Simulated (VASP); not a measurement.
# TiO2 (P4_2/mnm) in VASP: further runs

The runs below take TiO2 through relaxation of cell and atoms, with PBEsol.

Program: VASP 6.6.1. These are calculated values, not measurements. Logs are shortened: lines on timing, memory, paths and dates and some standing lists are left out, and cuts for length are marked.

## Step 1: The cell of the first run

Symmetry: P4_2/mnm, No. 136, tetragonal system. The conventional cell has a = 4.591 Å, b = 4.591 Å, c = 2.939 Å, α = 90.00°, β = 90.00°, γ = 90.00°. Ti (site symmetry mmm) has 6 O at 1.94 to 1.98 Å within 2.6 Å. Within 2.6 Å of O (site symmetry m2m) lie 3 Ti at 1.94 to 1.98 Å and 1 O at 2.54 Å.

## Step 2: Relaxation of cell and atoms, PBEsol, target pressure -2 GPa, at which the enthalpy is minimised

The input, INCAR:

```
SYSTEM = TiO2
PREC = Accurate
ENCUT = 600
EDIFF = 1E-7
ISMEAR = 0
SIGMA = 0.01
LREAL = .FALSE.
LASPH = .TRUE.
NELM = 60
ALGO = Normal
ISIF = 3
LWAVE = .FALSE.
LCHARG = .FALSE.
GGA = PS
IBRION = 2
NSW = 100
EDIFFG = -0.002
PSTRESS = -20.0
```

The input, KPOINTS:

```
regular mesh
0
G
  6 6 8
  0 0 0
```

The input, POSCAR:

```
TiO2
1.0
    4.5912577569      0.0000000000      0.0000000000
    0.0000000000      4.5912577569      0.0000000000
    0.0000000000      0.0000000000      2.9389898555
Ti O
2 4
Direct
    0.0000000000      0.0000000000      0.0000000000
    0.5000000000      0.5000000000      0.5000000000
    0.3044381815      0.3044381815      0.0000000000
    0.1955618185      0.8044381815      0.5000000000
    0.6955618185      0.6955618185      0.0000000000
    0.8044381815      0.1955618185      0.5000000000
```

Potentials or basis: VASP PAW PBE potentials, release 64 (Ti_sv, O).

Run with:

```
$ cat potpaw_PBE.64/Ti_sv/POTCAR potpaw_PBE.64/O/POTCAR > POTCAR
$ mpirun -np 1 vasp_std > vasp.out
```

OUTCAR:

```text
SYSTEM = TiO2
   PREC = Accurate
   ENCUT = 600
   EDIFF = 1E-7
   ISMEAR = 0
   LREAL = .FALSE.
   LASPH = .TRUE.
   NELM = 60
   ISIF = 3
   GGA = PS
   IBRION = 2
   NSW = 100
   EDIFFG = -0.002
   PSTRESS = -20.0

 ion  position               nearest neighbor table
   1  0.000  0.000  0.000-   4 1.94   6 1.94   4 1.94   6 1.94   5 1.98   3 1.98
   2  0.500  0.500  0.500-   3 1.94   5 1.94   3 1.94   5 1.94   4 1.98   6 1.98
   3  0.304  0.304  0.000-   2 1.94   2 1.94   1 1.98
   4  0.196  0.804  0.500-   1 1.94   1 1.94   2 1.98
   5  0.696  0.696  0.000-   2 1.94   2 1.94   1 1.98
   6  0.804  0.196  0.500-   1 1.94   1 1.94   2 1.98

  LATTYP: Found a simple tetragonal cell.
 ALAT       =     4.5912577569
 C/A-ratio  =     0.6401273923

  Lattice vectors:

 A1 = (   4.5912577569,   0.0000000000,   0.0000000000)
 A2 = (   0.0000000000,   4.5912577569,   0.0000000000)
 A3 = (   0.0000000000,   0.0000000000,   2.9389898555)

Analysis of symmetry for initial positions (statically):
=====================================================================
 Subroutine PRICEL returns:
 Original cell was already a primitive cell.

 Routine SETGRP: Setting up the symmetry group for a
 simple tetragonal supercell.

 Subroutine GETGRP returns: Found 16 space group operations
 (whereof  8 operations were pure point group operations)
 out of a pool of 16 trial point group operations.

The static configuration has the point symmetry D_2h.
 The point group associated with its full space group is D_4h.

Analysis of symmetry for dynamics (positions and initial velocities):
=====================================================================
 Subroutine PRICEL returns:
 Original cell was already a primitive cell.

 Routine SETGRP: Setting up the symmetry group for a
 simple tetragonal supercell.

 Subroutine GETGRP returns: Found 16 space group operations
 (whereof  8 operations were pure point group operations)
 out of a pool of 16 trial point group operations.

The dynamic configuration has the point symmetry D_2h.
 The point group associated with its full space group is D_4h.

 Subroutine INISYM returns: Found 16 space group operations
 (whereof  8 operations are pure point group operations),
 and found     1 'primitive' translations

----------------------------------------------------------------------------------------

                                     Primitive cell

  volume of cell :      61.9529

  direct lattice vectors                    reciprocal lattice vectors
     4.591257757  0.000000000  0.000000000     0.217805241  0.000000000  0.000000000
     0.000000000  4.591257757  0.000000000     0.000000000  0.217805241  0.000000000
     0.000000000  0.000000000  2.938989856     0.000000000  0.000000000  0.340252961

  length of vectors
     4.591257757  4.591257757  2.938989856     0.217805241  0.217805241  0.340252961

  position of ions in fractional coordinates (direct lattice)
     0.000000000  0.000000000  0.000000000
     0.500000000  0.500000000  0.500000000
     0.304438181  0.304438181  0.000000000
     0.195561819  0.804438181  0.500000000
     0.695561819  0.695561819  0.000000000
     0.804438181  0.195561819  0.500000000

  ion indices of the primitive-cell ions
   primitive index   ion index
                 1           1
                 2           2
                 3           3
                 4           4
                 5           5
                 6           6

----------------------------------------------------------------------------------------

 KPOINTS: regular mesh

Automatic generation of k-mesh.
 Grid dimensions read from file:
 generate k-points for:    6    6    8

 Generating k-lattice:

  Cartesian coordinates                     Fractional coordinates (reciprocal lattice)
     0.036300873  0.000000000  0.000000000     0.166666667  0.000000000  0.000000000
     0.000000000  0.036300873  0.000000000     0.000000000  0.166666667  0.000000000
     0.000000000  0.000000000  0.042531620     0.000000000  0.000000000  0.125000000

  Length of vectors
     0.036300873  0.036300873  0.042531620

  Shift w.r.t. Gamma in fractional coordinates (k-lattice)
     0.000000000  0.000000000  0.000000000

 Subroutine IBZKPT returns following result:
 ===========================================

 Found     50 irreducible k-points:

 Following reciprocal coordinates:
            Coordinates               Weight
  0.000000  0.000000  0.000000      1.000000
  0.166667  0.000000  0.000000      4.000000
  0.333333  0.000000  0.000000      4.000000
  0.500000  0.000000  0.000000      2.000000
  0.166667  0.166667  0.000000      4.000000
  0.333333  0.166667  0.000000      8.000000
[... 16 lines left out ...]
  0.333333  0.000000  0.250000      8.000000
  0.500000  0.000000  0.250000      4.000000
 [... further k-points ...]
   k-points           NKPTS =     50   k-points in BZ     NKDIM =     50   number of bands    NBANDS=     28
   number of dos      NEDOS =    301   number of ions     NIONS =      6
   total plane-waves  NPLWV =  38400
   dimension x,y,z NGX =    40 NGY =   40 NGZ =   24
   dimension x,y,z NGXF=    80 NGYF=   80 NGZF=   48
   ions per type =               2   4
   NGX,Y,Z   is equivalent  to a cutoff of  14.48, 14.48, 13.58 a.u.
   NGXF,Y,Z  is equivalent  to a cutoff of  28.97, 28.97, 27.15 a.u.
 SYSTEM =  TiO2
   PREC   = accura    normal or accurate (medium, high low for compatibility)
   ISTART =      0    job   : 0-new  1-cont  2-samecut
   ICHARG =      2    charge: 1-file 2-atom 10-const
   ISPIN  =      1    spin polarized calculation?
   LNONCOLLINEAR =      F non collinear calculations
   LSORBIT =      F    spin-orbit coupling
   LASPH  =      T    aspherical Exc in radial PAW
   ENCUT  =  600.0 eV  44.10 Ry    6.64 a.u.   9.17  9.17  5.87*2*pi/ulx,y,z
   NELM   =     60;   NELMIN=  2; NELMDL= -5     # of ELM steps
   EDIFF  = 0.1E-06   stopping-criterion for ELM
   LREAL  =      F    real-space projection
   EDIFFG = -.2E-02   stopping-criterion for IOM
   NSW    =    100    number of steps for IOM
   IBRION =      2    ionic relax: 0-MD 1-quasi-New 2-CG
   NFREE  =      1    steps in history (QN), initial steepest desc. (CG)
   ISIF   =      3    stress and relaxation
   ISYM   =      2    0-nonsym 1-usesym 2-fastsym
   POTIM  = 0.5000    time-step for ionic-motion
   TEBEG  =    0.0;   TEEND  =   0.0 temperature during run
   PSTRESS=  -20.0 pullay stress
   NELECT =      48.0000    total number of electrons
   NUPDOWN=      -1.0000    fix difference up-down
   EMIN   =  10.00;   EMAX   =-10.00  energy-range for DOS
   EFERMI =   0.00;   METHOD = LEGACY
   ISMEAR =     0;   SIGMA  =   0.01  broadening in eV -4-tet -1-fermi 0-gaus
   EFERMI_NEDOS =   21; number of points for ismear=-14 and -15
   IALGO  =     38    algorithm
   IMIX   =      4    mixing-type and parameters
     AMIX     =   0.40;   BMIX     =  1.00
     AMIX_MAG =   1.60;   BMIX_MAG =  1.00
  volume/ion in A,a.u.               =      10.33        69.68
  Fermi-wavevector in a.u.,A,eV,Ry     =   1.503608  2.841408 30.760574  2.260838
  Thomas-Fermi vector in A             =   2.614696
   LORBIT       =      0    0 simple, 1 ext, 2 COOP (PROOUT), +10 PAW based schemes
   GGA     = PS    functional components
   LHFCALC =     F    Hartree Fock is set to
   AEXX    =    0.0000 exact exchange contribution
   IVDW    =     0    specifies the selected vdW correction
   LEPSILON=     F    determine dielectric tensor
   LRPA    =     F    only Hartree local field effects (RPA)
 conjugate gradient relaxation of ions
 non-spin polarized calculation
 Gauss-broadening in eV      SIGMA  =   0.01
  energy-cutoff  :      600.00
  volume of cell :       61.95
 maximum number of plane-waves:      2096
 NGX is ok and might be reduce to    40
   NGX = 19   NGY = 19   NGZ = 11

--------------------------------------- Ionic step        1  -------------------------------------------

 number of electron      47.9999991 magnetization

 Free energy of the ion-electron system (eV)
  ---------------------------------------------------
  ext. energy  EPLUGINS =         0.00000000
  ---------------------------------------------------
  free energy    TOTEN  =       -56.10629358 eV

  energy without entropy =      -56.10629358  energy(sigma->0) =      -56.10629358

------------------------ aborting loop because EDIFF is reached ----------------------------------------

  FORCE on cell =-STRESS in cart. coord.  units (eV):
  Direction    XX          YY          ZZ          XY          YZ          ZX
  --------------------------------------------------------------------------------------
  -------------------------------------------------------------------------------------
  Total        0.1404852      0.1404852      0.2493646     -0.0000000      0.0000000      0.0000000
  in kB        3.6331203      3.6331203      6.4488750     -0.0000000      0.0000000      0.0000000
  external PRESSURE =      24.5717052 kB  Pullay stress =     -20.0000000 kB
[... 237 lines left out ...]
  enthalpy is  TOTEN    =       -56.8846125173 eV   P V=       -0.7817661823

--------------------------------------- Ionic step        7  -------------------------------------------

 number of electron      47.9999986 magnetization

 Free energy of the ion-electron system (eV)
  ---------------------------------------------------
  ext. energy  EPLUGINS =         0.00000000
  ---------------------------------------------------
  free energy    TOTEN  =       -56.10286031 eV

  energy without entropy =      -56.10286031  energy(sigma->0) =      -56.10286031

 E-fermi :   4.8542     XC(G=0): -11.6832

 val. band max:        4.6781630343   @ k =   0.0000   0.0000   0.0000
 cond. band min:       6.5068548676   @ k =   0.0000   0.0000   0.0000
 fundamental gap:      1.8286918334
 Fermi energy:         4.8542326717

 k-point     1 :       0.0000    0.0000    0.0000
  band No.  band energies     occupation
      1     -51.9695      2.00000
      2     -51.9523      2.00000
      3     -28.3897      2.00000
      4     -28.3897      2.00000
      5     -28.2227      2.00000
      6     -28.2227      2.00000
[... 733 lines left out ...]
     27       7.8740      0.00000
     28       7.8740      0.00000

 [... further k-points ...]

------------------------ aborting loop because EDIFF is reached ----------------------------------------

  FORCE on cell =-STRESS in cart. coord.  units (eV):
  Direction    XX          YY          ZZ          XY          YZ          ZX
  --------------------------------------------------------------------------------------
  -------------------------------------------------------------------------------------
  Total       -0.7751155     -0.7751155     -0.7916459     -0.0000000      0.0000000      0.0000000
  in kB      -19.8302114    -19.8302114    -20.2531177     -0.0000000      0.0000000      0.0000000
  external PRESSURE =       0.0288199 kB  Pullay stress =     -20.0000000 kB
[... 21 lines left out ...]
  FREE ENERGIE OF THE ION-ELECTRON SYSTEM (eV)
  ---------------------------------------------------
  free  energy   TOTEN  =       -56.1028603101 eV

  energy  without entropy=      -56.1028603101  energy(sigma->0) =      -56.10286031

  enthalpy is  TOTEN    =       -56.8846124362 eV   P V=       -0.7817521261

 reached required accuracy - stopping structural energy minimisation
```

Run time: 4.1 min. Hardware: 1 thread of Intel Xeon Platinum 8488C (Sapphire Rapids), shared host; peak memory 0.25 GiB.

What came out:

```yaml
Free_energy: -56.1029 eV
Relaxed_volume: 10.44 Å³/atom
Relaxed_cell: a = 4.610 Å, b = 4.610 Å, c = 2.947 Å, α = 90.00°, β = 90.00°, γ = 90.00°
Space_group_after_relaxing_to_0.1_Å: P4_2/mnm (No. 136)
Energy_change_on_relaxing_the_run_minimises_the_enthalpy: +0.6 meV/atom
Ionic_steps: 7
Pressure_after_relaxing: -2.0 GPa
Band_gap_on_the_k_mesh: 1.83 eV
```

Step by step:
| step | energy change (eV) | largest force (eV/Å) | pressure (GPa) | volume (Å³) |
| --- | --- | --- | --- | --- |
| 1 | 0.0000 | 0.0230 | 0.46 | 61.95 |
| 2 | 0.0211 | 0.1112 | -4.97 | 63.38 |
| 3 | 0.0030 | 0.0368 | -1.98 | 62.57 |
| 4 | 0.0033 | 0.0086 | -1.99 | 62.61 |
| 5 | 0.0035 | 0.0030 | -2.00 | 62.63 |
| 6 | 0.0034 | 0.0021 | -2.00 | 62.63 |
| 7 | 0.0034 | 0.0013 | -2.00 | 62.63 |

Final structure:
```
Ti O
1.0
     4.60985    0.00000    0.00000
     0.00000    4.60985    0.00000
     0.00000    0.00000    2.94697
Ti O
2 4
Cartesian
  0.0000 0.0000 0.0000
  2.3049 2.3049 1.4735
  1.4045 1.4045 0.0000
  0.9004 3.7095 1.4735
  3.2053 3.2053 0.0000
  3.7095 0.9004 1.4735
```

Caveat: the cell is relaxed towards a set pressure, so the run minimises the enthalpy, not the energy; the PAW data sets were made with another functional, which shifts forces and pressure a little.

## Step 3: Relaxation of cell and atoms, PBEsol, target pressure 2 GPa, at which the enthalpy is minimised

The input, INCAR:

```
SYSTEM = TiO2
ALGO = Normal
EDIFF = 1E-6
EDIFFG = -0.002
ENCUT = 600
GGA = PS
IBRION = 2
ISIF = 3
ISMEAR = 0
LASPH = .TRUE.
LCHARG = .FALSE.
LREAL = .FALSE.
LWAVE = .FALSE.
NELM = 80
NSW = 100
PREC = Accurate
PSTRESS = 20.0
SIGMA = 0.01
```

The input, KPOINTS:

```
k-points
0
G
  6 6 8
  0 0 0
```

POSCAR is that of step 2.

Potentials or basis: VASP PAW PBE potentials, release 64 (Ti_sv, O).

Run with:

```
$ cat potpaw_PBE.64/Ti_sv/POTCAR potpaw_PBE.64/O/POTCAR > POTCAR
$ mpirun -np 1 vasp_std > vasp.out
```

It took 5.6 min on 1 thread of Intel Xeon Platinum 8488C (Sapphire Rapids), shared host; peak memory 0.25 GiB.

The run converged. Its results:

```
Free energy                                                : -56.1031 eV
Relaxed volume                                             : 10.25 Å³/atom
Relaxed cell                                               : a = 4.576 Å, b = 4.576 Å, c = 2.937 Å, α = 90.00°, β = 90.00°, γ = 90.00°
Space group after relaxing (to 0.1 Å)                      : P4_2/mnm (No. 136)
Energy change on relaxing (the run minimises the enthalpy) : +0.5 meV/atom
Ionic steps                                                : 12
Pressure after relaxing                                    : 2.0 GPa
Band gap on the k mesh                                     : 1.84 eV
```

The path:
```tsv
step	energy change (eV)	largest force (eV/Å)	pressure (GPa)	volume (Å³)
1	0.0000	0.0232	0.45	61.95
2	0.0120	0.0725	4.03	61.06
3	0.0031	0.0459	2.07	61.54
4	0.0031	0.0024	2.00	61.51
5	0.0032	0.0021	2.02	61.51
6	0.0032	0.0030	1.99	61.50
7	0.0032	0.0045	1.98	61.50
8	0.0033	0.0011	2.03	61.49
9	0.0033	0.0021	2.04	61.50
10	0.0033	0.0032	2.03	61.50
11	0.0033	0.0043	2.03	61.50
12	0.0032	0.0008	2.01	61.51
```

Final structure:
```cif
data_structure
_symmetry_space_group_name_H-M 'P 1'
_symmetry_Int_Tables_number 1
_cell_length_a 4.5763
_cell_length_b 4.5763
_cell_length_c 2.9370
_cell_angle_alpha 90.000
_cell_angle_beta 90.000
_cell_angle_gamma 90.000
_cell_volume 61.51
loop_
_atom_site_label
_atom_site_type_symbol
_atom_site_fract_x
_atom_site_fract_y
_atom_site_fract_z
_atom_site_occupancy
Ti1 Ti 0.00000 0.00000 0.00000 1
Ti2 Ti 0.50000 0.50000 0.50000 1
O1 O 0.30403 0.30403 0.00000 1
O2 O 0.19597 0.80404 0.50000 1
O3 O 0.69597 0.69597 0.00000 1
O4 O 0.80404 0.19597 0.50000 1
```

Levels at points of the mesh, in eV from the valence-band top:
```csv
k point,band 21,band 22,band 23,band 24,band 25,band 26,band 27,band 28
"(0.00, 0.00, 0.00)",-0.70,-0.47,-0.47,0.00,1.84,2.12,2.41,2.51
"(0.50, 0.00, 0.00)",-1.67,-1.67,-0.77,-0.77,2.53,2.53,3.07,3.07
"(0.50, 0.50, 0.00)",-1.32,-1.32,-1.10,-1.10,1.87,1.87,2.54,2.54
"(0.00, 0.00, 0.50)",-2.48,-2.48,-1.46,-1.46,3.01,3.01,3.24,3.24
"(0.50, 0.00, 0.50)",-2.10,-2.10,-1.08,-1.08,1.88,1.88,3.26,3.26
"(0.50, 0.50, 0.50)",-1.34,-1.34,-0.68,-0.68,2.61,2.61,3.22,3.22
```

Caveat: the cell is relaxed towards a set pressure, so the run minimises the enthalpy, not the energy; the PAW data sets were made with another functional, which shifts forces and pressure a little.

## Step 4: Relaxation of cell and atoms, PBEsol, target pressure 15 GPa, at which the enthalpy is minimised

The input, INCAR:

```
PREC = Accurate
ENCUT = 600
EDIFF = 1E-6
ISMEAR = 0
SIGMA = 0.01
LREAL = False
LASPH = True
NELM = 100
ALGO = Normal
ISIF = 3
LWAVE = False
LCHARG = False
GGA = PS
IBRION = 2
NSW = 100
EDIFFG = -0.002
PSTRESS = 150.0
```

The input, KPOINTS:

```
Automatic mesh
0
Gamma
  6 6 8
```

POSCAR is that of step 3.

Run with:

```
$ cat potpaw_PBE.64/Ti_sv/POTCAR potpaw_PBE.64/O/POTCAR > POTCAR
$ mpirun -np 1 vasp_std > vasp.out
```

Wall time 17 min (1 thread of Intel Xeon 8259CL, shared host); peak memory 0.26 GiB.

It converged, with:

- Free energy: -55.9508 eV
- Relaxed volume: 9.76 Å³/atom
- Relaxed cell: a = 4.487 Å, b = 4.487 Å, c = 2.907 Å, α = 90.00°, β = 90.00°, γ = 90.00°
- Space group after relaxing (to 0.1 Å): P4_2/mnm (No. 136)
- Energy change on relaxing (the run minimises the enthalpy): +25.9 meV/atom
- Ionic steps: 15
- Pressure after relaxing: 15.0 GPa
- Band gap on the k mesh: 1.89 eV

Step by step:
| step | energy change (eV) | largest force (eV/Å) | pressure (GPa) | volume (Å³) |
| --- | --- | --- | --- | --- |
| 1 | 0.0000 | 0.0232 | 0.45 | 61.95 |
| 2 | 1.0330 | 0.8205 | 46.08 | 53.92 |
| 3 | 0.1411 | 0.2948 | 14.66 | 58.82 |
| 4 | 0.1472 | 0.3012 | 14.97 | 58.75 |
| 5 | 0.1586 | 0.0408 | 15.13 | 58.50 |
| 6 | 0.1571 | 0.0210 | 15.13 | 58.51 |
| 7 | 0.1567 | 0.0152 | 15.09 | 58.52 |
| 8 | 0.1523 | 0.0022 | 14.89 | 58.56 |
| 9 | 0.1514 | 0.0001 | 14.81 | 58.57 |
| 10 | 0.1576 | 0.0112 | 15.11 | 58.51 |
| 11 | 0.1538 | 0.0041 | 14.99 | 58.55 |
| 12 | 0.1536 | 0.0033 | 14.97 | 58.55 |
| 13 | 0.1537 | 0.0044 | 14.92 | 58.55 |
| 14 | 0.1538 | 0.0056 | 14.93 | 58.55 |
| 15 | 0.1555 | 0.0006 | 14.98 | 58.53 |

Final structure:
```xyz
6
Lattice="4.4873 0.0000 0.0000 0.0000 4.4873 0.0000 0.0000 0.0000 2.9068" Properties=species:S:1:pos:R:3 pbc="T T T"
Ti    0.0000    0.0000    0.0000
Ti    2.2436    2.2436    1.4534
O     1.3581    1.3581    0.0000
O     0.8855    3.6018    1.4534
O     3.1292    3.1292    0.0000
O     3.6018    0.8855    1.4534
```

Levels at points of the mesh, in eV from the valence-band top:
```
           k point  band 20  band 21  band 22  band 23  band 24  band 25  band 26  band 27  band 28
(0.00, 0.00, 0.00)    -2.15    -0.75    -0.50    -0.50     0.00     1.89     2.18     2.46     2.60
(0.50, 0.00, 0.00)    -3.30    -1.82    -1.82    -0.83    -0.83     2.64     2.64     3.25     3.25
(0.50, 0.50, 0.00)    -2.45    -1.41    -1.41    -1.15    -1.15     1.93     1.93     2.63     2.63
(0.00, 0.00, 0.50)    -2.89    -2.76    -2.76    -1.50    -1.50     3.21     3.21     3.37     3.37
(0.50, 0.00, 0.50)    -2.52    -2.22    -2.22    -1.18    -1.18     1.94     1.94     3.40     3.40
(0.50, 0.50, 0.50)    -2.86    -1.50    -1.50    -0.69    -0.69     2.75     2.75     3.35     3.35
```

Caveat: the cell is relaxed towards a set pressure, so the run minimises the enthalpy, not the energy; the PAW data sets were made with another functional, which shifts forces and pressure a little.

## Step 5: The runs side by side

```csv
cell,gap on the mesh (eV),pressure (GPa)
relaxed to -2 GPa,1.83,-2.0
relaxed to 2 GPa,1.84,2.0
relaxed to 15 GPa,1.89,15.0
```

Alike in all rows: task relaxation of cell and atoms; level PBEsol; potentials or basis VASP PAW PBE potentials, release 64 (Ti_sv, O); no spin polarisation; k mesh 6 × 6 × 8; cutoff (eV) 600; smearing gaussian 0.01 eV.

Caveats: the cell is relaxed towards a set pressure, so the run minimises the enthalpy, not the energy; the PAW data sets were made with another functional, which shifts forces and pressure a little.

Total energies depend on the potentials used, so only differences within one code and one set of settings carry meaning.
